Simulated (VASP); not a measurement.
# P (Im-3m) in VASP: notebook

Runs on P. Level: r2SCAN. Tasks: relaxation of cell and atoms, single point.

All numbers are computed with VASP 6.6.1; they aren't measurements. Logs are shortened: lines on timing, memory, paths and dates and some standing lists are left out, and cuts for length are marked.

## Step 1: The cell of the first run

It takes space group Im-3m (No. 229, cubic). Conventional cell: a = 3.080 Å, b = 3.080 Å, c = 3.080 Å, α = 90.00°, β = 90.00°, γ = 90.00°. Within 3.5 Å of P (site symmetry m-3m) lie 14 P at 2.67 to 3.08 Å.

This isn't the form of P at room conditions, which is orthorhombic.

## Step 2: Relaxation of cell and atoms, r2SCAN

Contents of POSCAR:

```
P
1.0
   -1.5400000000      1.5400000000      1.5400000000
    1.5400000000     -1.5400000000      1.5400000000
    1.5400000000      1.5400000000     -1.5400000000
P
1
Direct
    0.0000000000      0.0000000000      0.0000000000
```

Contents of INCAR.step1:

```
PREC = Accurate ; ENCUT = 550
ISMEAR = 0 ; SIGMA = 0.02
LREAL = F ; LASPH = T
NELM = 120 ; GGA = PE
ALGO = Normal ; EDIFF = 1E-5
LWAVE = T ; LCHARG = F
GGA_COMPAT = F ; IBRION = 2
ISIF = 3 ; EDIFFG = -0.005
NELMIN = 4 ; NSW = 100
```

Contents of INCAR.step2:

```
PREC = Accurate ; ENCUT = 550
EDIFF = 1E-7 ; ISMEAR = 0
SIGMA = 0.02 ; LREAL = F
LASPH = T ; NELM = 120
ALGO = Normal ; ISIF = 3
LWAVE = F ; LCHARG = F
METAGGA = R2SCAN ; LMIXTAU = T
IBRION = 2 ; NSW = 50
EDIFFG = -0.02 ; ISTART = 1
GGA_COMPAT = F ; NELMIN = 4
```

Contents of KPOINTS:

```
regular mesh
0
Gamma
  9 9 9
```

Potentials or basis: VASP PAW PBE potentials, release 64 (P).

Started as:

```
cat potpaw_PBE.64/P/POTCAR > POTCAR
cp INCAR.step1 INCAR
mpirun -np 1 vasp_std > vasp.out
cp INCAR.step2 INCAR
mpirun -np 1 vasp_std > vasp.out
```

OUTCAR:

```text
PREC = Accurate
   ENCUT = 550
   EDIFF = 1E-7
   ISMEAR = 0
   LREAL = F
   LASPH = T
   NELM = 120
   ISIF = 3
   METAGGA = R2SCAN
   IBRION = 2
   NSW = 50
   EDIFFG = -0.02
   ISTART = 1
   NELMIN = 4

 ion  position               nearest neighbor table
   1  0.000  0.000  0.000-

  LATTYP: Found a body centered cubic cell.
 ALAT       =     3.0800000000

  Lattice vectors:

 A1 = (  -1.5400000000,   1.5400000000,   1.5400000000)
 A2 = (   1.5400000000,  -1.5400000000,   1.5400000000)
 A3 = (   1.5400000000,   1.5400000000,  -1.5400000000)

Analysis of symmetry for initial positions (statically):
=====================================================================
 Subroutine PRICEL returns:
 Original cell was already a primitive cell.

 Routine SETGRP: Setting up the symmetry group for a
 body centered cubic supercell.

 Subroutine GETGRP returns: Found 48 space group operations
 (whereof 48 operations were pure point group operations)
 out of a pool of 48 trial point group operations.

The static configuration has the point symmetry O_h .

Analysis of symmetry for dynamics (positions and initial velocities):
=====================================================================
 Subroutine PRICEL returns:
 Original cell was already a primitive cell.

 Routine SETGRP: Setting up the symmetry group for a
 body centered cubic supercell.

 Subroutine GETGRP returns: Found 48 space group operations
 (whereof 48 operations were pure point group operations)
 out of a pool of 48 trial point group operations.

The dynamic configuration has the point symmetry O_h .

 Subroutine INISYM returns: Found 48 space group operations
 (whereof 48 operations are pure point group operations),
 and found     1 'primitive' translations

----------------------------------------------------------------------------------------

                                     Primitive cell

  volume of cell :      14.6091

  direct lattice vectors                    reciprocal lattice vectors
    -1.540000000  1.540000000  1.540000000     0.000000000  0.324675325  0.324675325
     1.540000000 -1.540000000  1.540000000     0.324675325  0.000000000  0.324675325
     1.540000000  1.540000000 -1.540000000     0.324675325  0.324675325  0.000000000

  length of vectors
     2.667358244  2.667358244  2.667358244     0.459160248  0.459160248  0.459160248

  position of ions in fractional coordinates (direct lattice)
     0.000000000  0.000000000  0.000000000

  ion indices of the primitive-cell ions
   primitive index   ion index
                 1           1

----------------------------------------------------------------------------------------

 KPOINTS: regular mesh

Automatic generation of k-mesh.
 Grid dimensions read from file:
 generate k-points for:    9    9    9

 Generating k-lattice:

  Cartesian coordinates                     Fractional coordinates (reciprocal lattice)
     0.000000000  0.036075036  0.036075036     0.111111111  0.000000000  0.000000000
     0.036075036  0.000000000  0.036075036     0.000000000  0.111111111  0.000000000
     0.036075036  0.036075036  0.000000000     0.000000000  0.000000000  0.111111111

  Length of vectors
     0.051017805  0.051017805  0.051017805

  Shift w.r.t. Gamma in fractional coordinates (k-lattice)
     0.000000000  0.000000000  0.000000000

 Subroutine IBZKPT returns following result:
 ===========================================

 Found     35 irreducible k-points:

 Following reciprocal coordinates:
            Coordinates               Weight
  0.000000  0.000000  0.000000      1.000000
  0.111111  0.000000  0.000000     12.000000
  0.222222  0.000000  0.000000     12.000000
  0.333333  0.000000  0.000000     12.000000
  0.444444  0.000000  0.000000     12.000000
  0.111111  0.111111  0.000000     24.000000
[... 16 lines left out ...]
 -0.333333  0.444444  0.111111     48.000000
 -0.444444 -0.444444  0.111111     24.000000
 [... further k-points ...]
   k-points           NKPTS =     35   k-points in BZ     NKDIM =     35   number of bands    NBANDS=      6
   number of dos      NEDOS =    301   number of ions     NIONS =      1
   total plane-waves  NPLWV =   8000
   dimension x,y,z NGX =    20 NGY =   20 NGZ =   20
   dimension x,y,z NGXF=    40 NGYF=   40 NGZF=   40
   ions per type =               1
   NGX,Y,Z   is equivalent  to a cutoff of  12.47, 12.47, 12.47 a.u.
   NGXF,Y,Z  is equivalent  to a cutoff of  24.93, 24.93, 24.93 a.u.
 SYSTEM =  unknown system
   PREC   = accura    normal or accurate (medium, high low for compatibility)
   ISTART =      1    job   : 0-new  1-cont  2-samecut
   ICHARG =      0    charge: 1-file 2-atom 10-const
   ISPIN  =      1    spin polarized calculation?
   LNONCOLLINEAR =      F non collinear calculations
   LSORBIT =      F    spin-orbit coupling
   LASPH  =      T    aspherical Exc in radial PAW
   ENCUT  =  550.0 eV  40.42 Ry    6.36 a.u.   5.10  5.10  5.10*2*pi/ulx,y,z
   NELM   =    120;   NELMIN=  4; NELMDL=  0     # of ELM steps
   EDIFF  = 0.1E-06   stopping-criterion for ELM
   LREAL  =      F    real-space projection
   EDIFFG = -.2E-01   stopping-criterion for IOM
   NSW    =     50    number of steps for IOM
   IBRION =      2    ionic relax: 0-MD 1-quasi-New 2-CG
   NFREE  =      1    steps in history (QN), initial steepest desc. (CG)
   ISIF   =      3    stress and relaxation
   ISYM   =      2    0-nonsym 1-usesym 2-fastsym
   POTIM  = 0.5000    time-step for ionic-motion
   TEBEG  =    0.0;   TEEND  =   0.0 temperature during run
   PSTRESS=    0.0 pullay stress
   NELECT =       5.0000    total number of electrons
   NUPDOWN=      -1.0000    fix difference up-down
   EMIN   =  10.00;   EMAX   =-10.00  energy-range for DOS
   EFERMI =   0.00;   METHOD = LEGACY
   ISMEAR =     0;   SIGMA  =   0.02  broadening in eV -4-tet -1-fermi 0-gaus
   EFERMI_NEDOS =   21; number of points for ismear=-14 and -15
   IALGO  =     38    algorithm
   IMIX   =      4    mixing-type and parameters
     AMIX     =   0.40;   BMIX     =  1.00
     AMIX_MAG =   1.60;   BMIX_MAG =  1.00
  volume/ion in A,a.u.               =      14.61        98.59
  Fermi-wavevector in a.u.,A,eV,Ry     =   1.145137  2.163995 17.841847  1.311339
  Thomas-Fermi vector in A             =   2.281826
   LORBIT       =      0    0 simple, 1 ext, 2 COOP (PROOUT), +10 PAW based schemes
   METAGGA = R2SCAN    functional components
   LHFCALC =     F    Hartree Fock is set to
   AEXX    =    0.0000 exact exchange contribution
   IVDW    =     0    specifies the selected vdW correction
   LEPSILON=     F    determine dielectric tensor
   LRPA    =     F    only Hartree local field effects (RPA)
 conjugate gradient relaxation of ions
 non-spin polarized calculation
 Gauss-broadening in eV      SIGMA  =   0.02
  energy-cutoff  :      550.00
  volume of cell :       14.61
 maximum number of plane-waves:       437
   NGX = 11   NGY = 11   NGZ = 11

--------------------------------------- Ionic step        1  -------------------------------------------

 number of electron       5.0000001 magnetization

 Free energy of the ion-electron system (eV)
  ---------------------------------------------------
  ext. energy  EPLUGINS =         0.00000000
  ---------------------------------------------------
  free energy    TOTEN  =        -8.04800901 eV

  energy without entropy =       -8.04764571  energy(sigma->0) =       -8.04782736

------------------------ aborting loop because EDIFF is reached ----------------------------------------

  FORCE on cell =-STRESS in cart. coord.  units (eV):
  Direction    XX          YY          ZZ          XY          YZ          ZX
  --------------------------------------------------------------------------------------
  -------------------------------------------------------------------------------------
  Total       -0.0870834     -0.0870834     -0.0870834      0.0000000     -0.0000000      0.0000000
  in kB       -9.5504481     -9.5504481     -9.5504481      0.0000000     -0.0000000      0.0000000
  external PRESSURE =      -9.5504481 kB  Pullay stress =       0.0000000 kB
[... 55 lines left out ...]
  energy  without entropy=       -8.0480517135  energy(sigma->0) =       -8.04820673

--------------------------------------- Ionic step        3  -------------------------------------------

 number of electron       5.0000001 magnetization

 Free energy of the ion-electron system (eV)
  ---------------------------------------------------
  ext. energy  EPLUGINS =         0.00000000
  ---------------------------------------------------
  free energy    TOTEN  =        -8.04841696 eV

  energy without entropy =       -8.04810318  energy(sigma->0) =       -8.04826007

 E-fermi :   9.8223     XC(G=0): -12.1726

 val. band max:        9.8137822169   @ k =   0.2222   0.2222   0.1111
 cond. band min:       9.8642949638   @ k =  -0.3333   0.3333   0.2222
 fundamental gap:      0.0505127469
 Fermi energy:         9.8223487632

 k-point     1 :       0.0000    0.0000    0.0000
  band No.  band energies     occupation
      1      -7.4082      2.00000
      2      17.1690      0.00000
      3      17.1690      0.00000
      4      17.1690      0.00000
      5      22.2981      0.00000
      6      22.2981      0.00000

 k-point     2 :       0.1111    0.0000    0.0000
  band No.  band energies     occupation
      1      -7.0209      2.00000
      2      14.9399      0.00000
      3      15.9816      0.00000
      4      16.9442      0.00000
      5      21.3398      0.00000
      6      22.3769      0.00000
[... 190 lines left out ...]
 k-point    24 :      -0.4444   -0.4444    0.1111
  band No.  band energies     occupation
      1       0.2637      2.00000
      2       2.5892      2.00000
      3       8.2250      2.00000
      4      14.0920      0.00000
      5      19.2757      0.00000
      6      21.5928      0.00000

 [... further k-points ...]

------------------------ aborting loop because EDIFF is reached ----------------------------------------

  FORCE on cell =-STRESS in cart. coord.  units (eV):
  Direction    XX          YY          ZZ          XY          YZ          ZX
  --------------------------------------------------------------------------------------
  -------------------------------------------------------------------------------------
  Total       -0.0026122     -0.0026122     -0.0026122     -0.0000000     -0.0000000      0.0000000
  in kB       -0.2891452     -0.2891452     -0.2891452     -0.0000000     -0.0000000      0.0000000
  external PRESSURE =      -0.2891452 kB  Pullay stress =       0.0000000 kB
[... 16 lines left out ...]
  FREE ENERGIE OF THE ION-ELECTRON SYSTEM (eV)
  ---------------------------------------------------
  free  energy   TOTEN  =        -8.0484169574 eV

  energy  without entropy=       -8.0481031752  energy(sigma->0) =       -8.04826007

 reached required accuracy - stopping structural energy minimisation
```

Run time: 29 s. Hardware: 1 thread of AMD EPYC 7R43 (Zen 3), shared host; peak memory 0.09 GiB.

Results:

```
Free energy                           : -8.0484 eV
Relaxed volume                        : 14.47 Å³/atom
Relaxed cell                          : a = 2.659 Å, b = 2.659 Å, c = 2.659 Å, α = 109.47°, β = 109.47°, γ = 109.47°
Space group after relaxing (to 0.1 Å) : Im-3m (No. 229)
Energy gained by relaxing             : 0.4 meV/atom
Ionic steps                           : 3
Pressure after relaxing               : 0.0 GPa
Band gap on the k mesh                : zero (an odd number of electrons rules out a gap without spin polarisation)
```

The path:
| step | energy change (eV) | largest force (eV/Å) | pressure (GPa) | volume (Å³) |
| --- | --- | --- | --- | --- |
| 1 | 0.0000 | 0.0000 | -0.96 | 14.61 |
| 2 | -0.0004 | 0.0000 | 0.37 | 14.43 |
| 3 | -0.0004 | 0.0000 | -0.03 | 14.47 |

Final structure:
```
P
1.0
    -1.53525    1.53525    1.53525
     1.53525   -1.53525    1.53525
     1.53525    1.53525   -1.53525
P
1
Cartesian
  0.0000 0.0000 0.0000
```

Caveat: the PAW data sets were made with another functional, which shifts forces and pressure a little.

## Step 3: Single point, r2SCAN

This run uses another cell than the first one, of 14.50 Å³/atom.

Contents of POSCAR:

```
P
1.0
   -1.5360995874      1.5360995874      1.5360995874
    1.5360995874     -1.5360995874      1.5360995874
    1.5360995874      1.5360995874     -1.5360995874
P
1
Direct
    0.0000000000      0.0000000000      0.0000000000
```

Contents of INCAR.step1:

```
SYSTEM = P
ALGO = Normal
EDIFF = 1E-4
ENCUT = 520
GGA = PE
ISMEAR = 0
LASPH = .True.
LCHARG = .False.
LREAL = .False.
LWAVE = .True.
NBANDS = 8
NELM = 80
PREC = Accurate
SIGMA = 0.02
```

Contents of INCAR.step2:

```
SYSTEM = P
ALGO = Normal
EDIFF = 1E-6
ENCUT = 520
ISIF = 2
ISMEAR = 0
ISTART = 1
LASPH = .True.
LCHARG = .False.
LMIXTAU = .True.
LREAL = .False.
LWAVE = .False.
METAGGA = R2SCAN
NBANDS = 8
NELM = 80
PREC = Accurate
SIGMA = 0.02
```

Contents of KPOINTS:

```
k-points
0
Gamma
  9 9 9
  0 0 0
```

Potentials or basis: VASP PAW PBE potentials, release 64 (P).

Started as:

```
cat potpaw_PBE.64/P/POTCAR > POTCAR
cp INCAR.step1 INCAR
mpirun -np 1 vasp_std > vasp.out
cp INCAR.step2 INCAR
mpirun -np 1 vasp_std > vasp.out
```

Run time: 6.5 s. Hardware: 1 thread of Intel Xeon 6975P-C (Granite Rapids), shared host; peak memory 0.12 GiB.

The run converged. Its results:

| Item | Value |
| --- | --- |
| Free energy | -8.0481 eV |
| Pressure | -0.2 GPa |
| Band gap on the k mesh | zero (an odd number of electrons rules out a gap without spin polarisation) |

Levels at points of the mesh, in eV from the Fermi level:
| k point | band 1 | band 2 | band 3 | band 4 | band 5 | band 6 | band 7 |
| --- | --- | --- | --- | --- | --- | --- | --- |
| (0.00, 0.00, 0.00) | -17.22 | 7.33 | 7.33 | 7.33 | 12.47 | 12.47 | 12.47 |

Caveat: the PAW data sets were made with another functional, which shifts forces and pressure a little.

## Step 4: Relaxation of cell and atoms, r2SCAN

This run uses another cell than the first one, of 14.50 Å³/atom.

POSCAR is that of step 3.

Contents of INCAR.step1:

```
ALGO = Normal
EDIFF = 1E-4
ENCUT = 600
GGA = PE
ISMEAR = 0
LASPH = T
LCHARG = F
LREAL = F
LWAVE = T
NELM = 80
PREC = Accurate
SIGMA = 0.02
```

Contents of INCAR.step2:

```
ALGO = Normal
EDIFF = 1E-7
EDIFFG = -0.02
ENCUT = 600
IBRION = 2
ISIF = 3
ISMEAR = 0
ISTART = 1
LASPH = T
LCHARG = F
LMIXTAU = T
LREAL = F
LWAVE = F
METAGGA = R2SCAN
NELM = 80
NSW = 50
PREC = Accurate
SIGMA = 0.02
```

Contents of KPOINTS:

```
k-points
0
Gamma
  9 9 9
```

Started as:

```
cat potpaw_PBE.64/P/POTCAR > POTCAR
cp INCAR.step1 INCAR
mpirun -np 1 vasp_std > vasp.out
cp INCAR.step2 INCAR
mpirun -np 1 vasp_std > vasp.out
```

Run time: 6.4 s. Hardware: 1 thread of Intel Xeon 6975P-C (Granite Rapids), shared host; peak memory 0.13 GiB.

The run converged. Its results:

- Free energy: -8.0486 eV
- Pressure after relaxing: -0.1 GPa
- Band gap on the k mesh: zero (an odd number of electrons rules out a gap without spin polarisation)

Final structure:
```
P
1.0
    -1.53610    1.53610    1.53610
     1.53610   -1.53610    1.53610
     1.53610    1.53610   -1.53610
P
1
Cartesian
  0.0000 0.0000 0.0000
```

Levels at points of the mesh, in eV from the Fermi level:
```tsv
k point	band 1	band 2	band 3	band 4	band 5	band 6
(0.00, 0.00, 0.00)	-17.21	7.33	7.33	7.33	12.47	12.47
```

Caveat: the relaxation stopped at its first step, so nothing moved; the PAW data sets were made with another functional, which shifts forces and pressure a little.

## Step 5: Summary

```tsv
task	cell	cutoff (eV)	gap on the mesh (eV)	pressure (GPa)
relaxation of cell and atoms	relaxed from a = 2.667 Å, angles 109.5°, 1 atom	550	none	0.0
single point	a = 2.661 Å, angles 109.5°, 1 atom	520	none	-0.2
relaxation of cell and atoms	relaxed from a = 2.661 Å, angles 109.5°, 1 atom	600	none	-0.1
```

Alike in all rows: level r2SCAN; potentials or basis VASP PAW PBE potentials, release 64 (P); no spin polarisation; k mesh 9 × 9 × 9; smearing gaussian 0.02 eV.

Caveats: the PAW data sets were made with another functional, which shifts forces and pressure a little; the relaxation stopped at its first step, so nothing moved (at least some runs).

Absolute energies hang on the potentials; compare differences alone.
